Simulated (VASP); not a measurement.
# C (Amm2) in VASP: a series of runs

Runs on C. Level: PBE. Tasks: single point.

The COD entry that gives the cell may itself be a prediction, so a difference from it is no test against experiment.

Program: VASP 6.6.1. These are calculated values, not measurements. Logs are shortened: lines on timing, memory, paths and dates and some standing lists are left out, and cuts for length are marked.

## (1) The cell of the first run

The structure is orthorhombic, space group Amm2 (No. 38). The conventional cell has a = 8.097 Å, b = 2.455 Å, c = 4.252 Å, α = 90.00°, β = 90.00°, γ = 90.00°. Within 2.0 Å of C (site symmetry m) lie 4 C at 1.46 to 1.59 Å. C (site symmetry m) has 4 C at 1.42 to 1.55 Å within 1.9 Å. Within 2.0 Å of C (site symmetry m) lie 4 C at 1.46 to 1.59 Å. C (site symmetry m) has 4 C at 1.42 to 1.55 Å within 1.9 Å.

## (2) Single point, PBE

Input file INCAR:

```
ALGO = Normal ; EDIFF = 1E-6
ENCUT = 520 ; GGA = PE
ISIF = 2 ; ISMEAR = 0
LASPH = T ; LCHARG = T
LELF = T ; LREAL = F
LVHAR = T ; LWAVE = F
NBANDS = 26 ; NELM = 100
PREC = Accurate ; SIGMA = 0.05
```

Input file KPOINTS:

```
k-points
0
Gamma
  12 12 4
```

Input file POSCAR:

```
C
1.0
    2.4551126132      0.0000000000      0.0000000000
   -1.2275563066      2.1261898921      0.0000000000
    0.0000000000      0.0000000000      8.0970746369
C
8
Direct
   -0.0110056021     -0.0220112043      0.0929732494
   -0.0110056021     -0.0220112043      0.5929732494
   -0.0110056021     -0.0220112043      0.4070267506
   -0.0110056021     -0.0220112043      0.9070267506
    0.3443389355      0.6886778709      0.1555299995
    0.6776722688      0.3553445376      0.6555299995
    0.3443389355      0.6886778709      0.3444700005
    0.6776722688      0.3553445376      0.8444700005
```

Potentials or basis: VASP PAW PBE potentials, release 64 (C).

On the command line:

```sh
cat potpaw_PBE.64/C/POTCAR > POTCAR
mpirun -np 1 vasp_std > vasp.out
```

OUTCAR:

```text
EDIFF = 1E-6
   ENCUT = 520
   GGA = PE
   ISIF = 2
   ISMEAR = 0
   LASPH = T
   LREAL = F
   NELM = 100
   PREC = Accurate

 ion  position               nearest neighbor table
   1  0.989  0.978  0.093-   5 1.46   5 1.46   4 1.51   5 1.59
   2  0.989  0.978  0.593-   6 1.42   3 1.51   6 1.55   6 1.55
   3  0.989  0.978  0.407-   7 1.46   7 1.46   2 1.51   7 1.59
   4  0.989  0.978  0.907-   8 1.42   1 1.51   8 1.55   8 1.55
   5  0.344  0.689  0.156-   1 1.46   1 1.46   7 1.53   1 1.59
   6  0.678  0.355  0.656-   2 1.42   8 1.53   2 1.55   2 1.55
   7  0.344  0.689  0.344-   3 1.46   3 1.46   5 1.53   3 1.59
   8  0.678  0.355  0.844-   4 1.42   6 1.53   4 1.55   4 1.55

  LATTYP: Found a hexagonal cell.
 ALAT       =     2.4551126132
 C/A-ratio  =     3.2980461236

  Lattice vectors:

 A1 = (   2.4551126132,   0.0000000000,   0.0000000000)
 A2 = (  -1.2275563066,   2.1261898921,   0.0000000000)
 A3 = (   0.0000000000,   0.0000000000,   8.0970746369)

Analysis of symmetry for initial positions (statically):
=====================================================================
 Subroutine PRICEL returns:
 Original cell was already a primitive cell.

 Routine SETGRP: Setting up the symmetry group for a
 hexagonal supercell.

 Subroutine GETGRP returns: Found  4 space group operations
 (whereof  2 operations were pure point group operations)
 out of a pool of 24 trial point group operations.

The static configuration has the point symmetry C_1h.
 The point group associated with its full space group is C_2v.

Analysis of symmetry for dynamics (positions and initial velocities):
=====================================================================
 Subroutine PRICEL returns:
 Original cell was already a primitive cell.

 Routine SETGRP: Setting up the symmetry group for a
 hexagonal supercell.

 Subroutine GETGRP returns: Found  4 space group operations
 (whereof  2 operations were pure point group operations)
 out of a pool of 24 trial point group operations.

The dynamic configuration has the point symmetry C_1h.
 The point group associated with its full space group is C_2v.

 Subroutine INISYM returns: Found  4 space group operations
 (whereof  2 operations are pure point group operations),
 and found     1 'primitive' translations

----------------------------------------------------------------------------------------

                                     Primitive cell

  volume of cell :      42.2670

  direct lattice vectors                    reciprocal lattice vectors
     2.455112613  0.000000000  0.000000000     0.407313292  0.235162439  0.000000000
    -1.227556307  2.126189892  0.000000000     0.000000000  0.470324877  0.000000000
     0.000000000  0.000000000  8.097074637     0.000000000  0.000000000  0.123501393

  length of vectors
     2.455112613  2.455112613  8.097074637     0.470324877  0.470324877  0.123501393

  position of ions in fractional coordinates (direct lattice)
     0.988994398  0.977988796  0.092973249
     0.988994398  0.977988796  0.592973249
     0.988994398  0.977988796  0.407026751
     0.988994398  0.977988796  0.907026751
     0.344338935  0.688677871  0.155529999
     0.677672269  0.355344538  0.655529999
     0.344338935  0.688677871  0.344470001
     0.677672269  0.355344538  0.844470001

  ion indices of the primitive-cell ions
   primitive index   ion index
                 1           1
                 2           2
                 3           3
                 4           4
                 5           5
                 6           6
                 7           7
                 8           8

----------------------------------------------------------------------------------------

 KPOINTS: k-points

Automatic generation of k-mesh.
 Grid dimensions read from file:
 generate k-points for:   12   12    4

 Generating k-lattice:

  Cartesian coordinates                     Fractional coordinates (reciprocal lattice)
     0.033942774  0.019596870  0.000000000     0.083333333  0.000000000  0.000000000
     0.000000000  0.039193740  0.000000000     0.000000000  0.083333333  0.000000000
     0.000000000  0.000000000  0.030875348     0.000000000  0.000000000  0.250000000

  Length of vectors
     0.039193740  0.039193740  0.030875348

  Shift w.r.t. Gamma in fractional coordinates (k-lattice)
     0.000000000  0.000000000  0.000000000

 Subroutine IBZKPT returns following result:
 ===========================================

 Found    129 irreducible k-points:

 Following reciprocal coordinates:
            Coordinates               Weight
  0.000000  0.000000  0.000000      1.000000
  0.083333  0.000000  0.000000      4.000000
  0.000000  0.083333  0.000000      2.000000
  0.166667  0.000000  0.000000      4.000000
  0.000000  0.166667  0.000000      2.000000
  0.250000  0.000000  0.000000      4.000000
[... 16 lines left out ...]
 -0.083333  0.416667  0.000000      4.000000
 -0.416667  0.333333  0.000000      4.000000
 [... further k-points ...]
   k-points           NKPTS =    129   k-points in BZ     NKDIM =    129   number of bands    NBANDS=     26
   number of dos      NEDOS =    301   number of ions     NIONS =      8
   total plane-waves  NPLWV =  19440
   dimension x,y,z NGX =    18 NGY =   18 NGZ =   60
   dimension x,y,z NGXF=    36 NGYF=   36 NGZF=  120
   ions per type =               8
   NGX,Y,Z   is equivalent  to a cutoff of  12.19, 12.19, 12.32 a.u.
   NGXF,Y,Z  is equivalent  to a cutoff of  24.38, 24.38, 24.64 a.u.
 SYSTEM =  unknown system
   PREC   = accura    normal or accurate (medium, high low for compatibility)
   ISTART =      0    job   : 0-new  1-cont  2-samecut
   ICHARG =      2    charge: 1-file 2-atom 10-const
   ISPIN  =      1    spin polarized calculation?
   LNONCOLLINEAR =      F non collinear calculations
   LSORBIT =      F    spin-orbit coupling
   LASPH  =      T    aspherical Exc in radial PAW
   ENCUT  =  520.0 eV  38.22 Ry    6.18 a.u.   4.56  4.56 15.06*2*pi/ulx,y,z
   NELM   =    100;   NELMIN=  2; NELMDL= -5     # of ELM steps
   EDIFF  = 0.1E-05   stopping-criterion for ELM
   LREAL  =      F    real-space projection
   EDIFFG = 0.1E-04   stopping-criterion for IOM
   NSW    =      0    number of steps for IOM
   IBRION =     -1    ionic relax: 0-MD 1-quasi-New 2-CG
   NFREE  =      0    steps in history (QN), initial steepest desc. (CG)
   ISIF   =      2    stress and relaxation
   ISYM   =      2    0-nonsym 1-usesym 2-fastsym
   POTIM  = 0.5000    time-step for ionic-motion
   TEBEG  =    0.0;   TEEND  =   0.0 temperature during run
   PSTRESS=    0.0 pullay stress
   NELECT =      32.0000    total number of electrons
   NUPDOWN=      -1.0000    fix difference up-down
   EMIN   =  10.00;   EMAX   =-10.00  energy-range for DOS
   EFERMI =   0.00;   METHOD = LEGACY
   ISMEAR =     0;   SIGMA  =   0.05  broadening in eV -4-tet -1-fermi 0-gaus
   EFERMI_NEDOS =   21; number of points for ismear=-14 and -15
   IALGO  =     38    algorithm
   IMIX   =      4    mixing-type and parameters
     AMIX     =   0.40;   BMIX     =  1.00
     AMIX_MAG =   1.60;   BMIX_MAG =  1.00
  volume/ion in A,a.u.               =       5.28        35.65
  Fermi-wavevector in a.u.,A,eV,Ry     =   1.492076  2.819615 30.290526  2.226291
  Thomas-Fermi vector in A             =   2.604650
   LORBIT       =      0    0 simple, 1 ext, 2 COOP (PROOUT), +10 PAW based schemes
   GGA     = PE    functional components
   LHFCALC =     F    Hartree Fock is set to
   AEXX    =    0.0000 exact exchange contribution
   IVDW    =     0    specifies the selected vdW correction
   LEPSILON=     F    determine dielectric tensor
   LRPA    =     F    only Hartree local field effects (RPA)
 non-spin polarized calculation
 Gauss-broadening in eV      SIGMA  =   0.05
  energy-cutoff  :      520.00
  volume of cell :       42.27
 maximum number of plane-waves:      1162
   NGX =  9   NGY =  9   NGZ = 31

 number of electron      32.0000003 magnetization

 Free energy of the ion-electron system (eV)
  ---------------------------------------------------
  ext. energy  EPLUGINS =         0.00000000
  ---------------------------------------------------
  free energy    TOTEN  =       -71.61727044 eV

  energy without entropy =      -71.61727044  energy(sigma->0) =      -71.61727044

 E-fermi :  11.7969     XC(G=0): -13.6064

 val. band max:       11.5209508485   @ k =   0.0000   0.0000   0.0000
 cond. band min:      15.1634311229   @ k =   0.5000   0.0000   0.0000
 fundamental gap:      3.6424802744
 Fermi energy:        11.7968605609

 k-point     1 :       0.0000    0.0000    0.0000
  band No.  band energies     occupation
      1     -11.7100      2.00000
      2      -9.9857      2.00000
      3      -9.8792      2.00000
      4      -5.6424      2.00000
      5      -3.4408      2.00000
      6       3.6664      2.00000
[... 18 lines left out ...]
     25      19.8052      0.00000
     26      20.5333      0.00000

 k-point     2 :       0.0833    0.0000    0.0000
  band No.  band energies     occupation
      1     -11.5302      2.00000
      2      -9.8085      2.00000
      3      -9.7028      2.00000
      4      -5.4841      2.00000
      5      -3.2702      2.00000
      6       3.7595      2.00000
[... 18 lines left out ...]
     25      20.2845      0.00000
     26      21.0413      0.00000

 k-point     3 :       0.0000    0.0833    0.0000
  band No.  band energies     occupation
      1     -11.5302      2.00000
      2      -9.8085      2.00000
      3      -9.7028      2.00000
      4      -5.4839      2.00000
      5      -3.2704      2.00000
      6       3.7579      2.00000
[... 572 lines left out ...]
 k-point    23 :      -0.0833    0.4167    0.0000
  band No.  band energies     occupation
      1      -8.0288      2.00000
      2      -6.3694      2.00000
      3      -6.3077      2.00000
      4      -2.4667      2.00000
      5      -1.8625      2.00000
      6      -0.4280      2.00000
[... 18 lines left out ...]
     25      22.8934      0.00000
     26      23.5042      0.00000

 k-point    24 :      -0.4167    0.3333    0.0000
  band No.  band energies     occupation
      1      -8.0246      2.00000
      2      -6.3640      2.00000
      3      -6.3075      2.00000
      4      -2.4778      2.00000
      5      -1.8522      2.00000
      6      -0.5008      2.00000
[... 18 lines left out ...]
     25      22.5817      0.00000
     26      23.5934      0.00000

 [... further k-points ...]
[... 5 lines left out ...]
  --------------------------------------------------------------------------------------
  -------------------------------------------------------------------------------------
  Total       11.0219983     12.0564501     10.9299180      0.0000000      0.0000000      0.0000000
  in kB      417.8008429    457.0128660    414.3104391      0.0000000      0.0000000      0.0000000
  external PRESSURE =     429.7080493 kB  Pullay stress =       0.0000000 kB

 VOLUME and BASIS-vectors are now :
 -----------------------------------------------------------------------------
  energy-cutoff  :      520.00
  volume of cell :       42.27
      direct lattice vectors                 reciprocal lattice vectors
     2.455112613  0.000000000  0.000000000     0.407313292  0.235162439  0.000000000
    -1.227556307  2.126189892  0.000000000     0.000000000  0.470324877  0.000000000
     0.000000000  0.000000000  8.097074637     0.000000000  0.000000000  0.123501393

 POSITION                                       TOTAL-FORCE (eV/Angst)
 -----------------------------------------------------------------------------------
      1.22756      2.07939      0.75281         0.000000      3.070632     -0.356679
      1.22756      2.07939      4.80135        -0.000000      3.967604     -0.423189
      1.22756      2.07939      3.29573         0.000000      3.070632      0.356679
      1.22756      2.07939      7.34426        -0.000000      3.967604      0.423189
      0.00000      1.46426      1.25934         0.000000     -3.075115      0.414811
      1.22756      0.75553      5.30788        -0.000000     -3.963121      0.480681
      0.00000      1.46426      2.78920         0.000000     -3.075115     -0.414811
      1.22756      0.75553      6.83774        -0.000000     -3.963121     -0.480681
 -----------------------------------------------------------------------------------
    total drift:                               -0.000000     -0.000077      0.000000

  FREE ENERGIE OF THE ION-ELECTRON SYSTEM (eV)
  ---------------------------------------------------
  free  energy   TOTEN  =       -71.6172704390 eV

  energy  without entropy=      -71.6172704390  energy(sigma->0) =      -71.61727044
```

It took 71 s on 1 thread of AMD EPYC 9R45 (Zen 5), shared host; peak memory 0.18 GiB.

What came out:

```yaml
Free_energy: -71.6173 eV
Pressure: 43.0 GPa
Largest_force: 3.992 eV/Å
Band_gap_on_the_k_mesh: 3.64 eV, indirect (least direct gap 4.09 eV)
```

Forces on the atoms (eV/Å):
```
C    0.000  3.071 -0.357
C    0.000  3.968 -0.423
C    0.000  3.071  0.357
C    0.000  3.968  0.423
C    0.000 -3.075  0.415
C    0.000 -3.963  0.481
C    0.000 -3.075 -0.415
C    0.000 -3.963 -0.481
```

Caveat: forces of over 1 eV/Å act on the atoms, so gaps and moduli don't describe the material at rest. A k mesh can miss the band edges.

## (3) Single point, PBE

Input file INCAR:

```
SYSTEM = C
PREC     = Accurate       ! precision mode
ENCUT    = 520            ! plane-wave cutoff, eV
EDIFF    = 1E-7           ! SCF threshold, eV
ISMEAR   = 0              ! smearing method
SIGMA    = 0.05           ! smearing width, eV
LREAL    = .False.        ! projectors in reciprocal space
LASPH    = .True.         ! aspherical terms in the spheres
NELM     = 80             ! most SCF steps
ALGO     = Normal         ! electronic algorithm
ISIF     = 2              ! what is computed and relaxed
LWAVE    = .False.        ! write WAVECAR
LCHARG   = .False.        ! write CHGCAR
GGA      = PE             ! functional
NBANDS   = 26             ! bands
```

Input file KPOINTS:

```
Automatic mesh
0
Gamma
  12 12 4
  0 0 0
```

Input file POSCAR:

```
C
1.0
    2.4551126132      0.0000000000      0.0000000000
   -1.2275563066      2.1261898921      0.0000000000
    0.0000000000      0.0000000000      8.0970746369
C
8
Direct
   -0.0055028011     -0.0110056021      0.0929732494
   -0.0055028011     -0.0110056021      0.5929732494
   -0.0055028011     -0.0110056021      0.4070267506
   -0.0055028011     -0.0110056021      0.9070267506
    0.3388361344      0.6776722688      0.1555299995
    0.6721694677      0.3443389355      0.6555299995
    0.3388361344      0.6776722688      0.3444700005
    0.6721694677      0.3443389355      0.8444700005
```

Potentials or basis: VASP PAW PBE potentials, release 64 (C).

On the command line:

```sh
cat potpaw_PBE.64/C/POTCAR > POTCAR
mpirun -np 1 vasp_std > vasp.out
```

Run time: 75 s. Hardware: 1 thread of AMD EPYC 9R45 (Zen 5), shared host; peak memory 0.18 GiB.

Results (log left out):

* Free energy: -72.1118 eV
* Pressure: 39.9 GPa
* Largest force: 1.880 eV/Å
* Band gap on the k mesh: 4.42 eV, indirect (least direct gap 5.04 eV)

Forces on the atoms (eV/Å):
```
C    0.000  1.651 -0.116
C    0.000  1.874 -0.125
C    0.000  1.651  0.116
C    0.000  1.874  0.125
C    0.000 -1.653  0.161
C    0.000 -1.873  0.170
C    0.000 -1.653 -0.161
C    0.000 -1.873 -0.170
```

Stress tensor (GPa, compression positive):
```
39.53  0.00  0.00
 0.00 40.48  0.00
 0.00  0.00 39.58
```

Levels at points of the mesh, in eV from the valence-band top:
```tsv
k point	band 14	band 15	band 16	band 17	band 18	band 19
(0.00, 0.00, 0.00)	-0.41	-0.01	0.00	5.04	5.07	5.46
(0.50, 0.00, 0.00)	-5.08	-4.11	-3.31	4.45	5.64	5.94
(0.00, 0.50, 0.00)	-5.16	-4.13	-3.34	4.58	5.64	6.01
(0.00, 0.00, 0.50)	-1.19	-0.40	-0.39	5.48	5.50	6.53
(0.50, 0.00, 0.50)	-5.06	-4.15	-3.99	4.77	4.88	6.84
(0.00, 0.50, 0.50)	-4.93	-4.26	-3.94	4.83	5.05	6.62
```

Caveat: forces of over 1 eV/Å act on the atoms, so gaps and moduli don't describe the material at rest. A k mesh can miss the band edges.
